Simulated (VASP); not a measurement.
Wanted: the native input for a VASP 6.6.1 run.

```
Task                   : single point
Functional             : PBE
Potentials or basis    : VASP PAW PBE potentials, release 64 (Bi_d)
Cutoff                 : 520 eV
k mesh                 : 16 × 16 × 16
Occupations            : gaussian, width 0.1 eV
Spin                   : no spin polarisation
Dipole correction      : no
Further INCAR settings : ALGO = Normal; EDIFF = 1e-07; NBANDS = 14
```

The structure of Bi lies in POSCAR:

```
Bi
1.0
   -4.2759594719      4.2759594719      1.5226064878
    4.2759594719     -4.2759594719      1.5226064878
    4.2759594719      4.2759594719     -1.5226064878
Bi
1
Direct
    0.0000000000      0.0000000000      0.0000000000
```

This cell differs from its parent crystal: strained.

The input as run:

INCAR

```
  ALGO = Normal
  EDIFF = 1E-7
  ENCUT = 520
  GGA = PE
  ISIF = 2
  ISMEAR = 0
  LASPH = T
  LCHARG = F
  LREAL = F
  LWAVE = F
  NBANDS = 14
  NELM = 100
  PREC = Accurate
  SIGMA = 0.1
```

KPOINTS

```
k-points
0
Gamma
  16 16 16
```

Potentials or basis: VASP PAW PBE potentials, release 64 (Bi_d).

The run is started by

```sh
$ cat potpaw_PBE.64/Bi_d/POTCAR > POTCAR
$ mpirun -np 1 vasp_std > vasp.out
```

Results of the run:

- Pressure: -1.2 GPa

Caveat: the cell differs from its parent crystal (strained).

Run time: 22 min on 1 thread of AMD EPYC 7R43 64-Core Processor (Zen 3), with other jobs on the host, peak memory 0.65 GiB.
